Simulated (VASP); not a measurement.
A run of VASP 6.6.1:

INCAR

```
SYSTEM = Ir
  PREC = Accurate
  ENCUT = 520
  EDIFF = 1E-7
  ISMEAR = 0
  SIGMA = 0.15
  LREAL = .False.
  LASPH = .True.
  NELM = 100
  ALGO = Fast
  ISIF = 2
  LWAVE = .False.
  LCHARG = .False.
  NBANDS = 10
```

KPOINTS

```
regular mesh
0
Gamma
  20 20 20
  0 0 0
```

Contents of POSCAR:

```
Ir
1.0
   -0.1047972669      1.9054048527      1.9054048527
    1.8006075858      0.0000000000      1.8006075858
    1.9054048527      1.9054048527     -0.1047972669
Ir
1
Direct
    0.0000000000      0.0000000000      0.0000000000
```

Potentials or basis: VASP PAW LDA potentials, release 64 (Ir).

Command:

```sh
$ cat potpaw_LDA.64/Ir/POTCAR > POTCAR
$ mpirun -np 1 vasp_std > vasp.out
```

Hardware: 1 thread of Intel(R) Xeon(R) 6975P-C (Granite Rapids), on a shared host.

Question: Estimate the wall time of this run.

Answer: Run time: 77 s on 1 thread of Intel(R) Xeon(R) 6975P-C (Granite Rapids), on a shared host, peak memory 0.28 GiB. Counts: scf iterations 18, k points 1166.
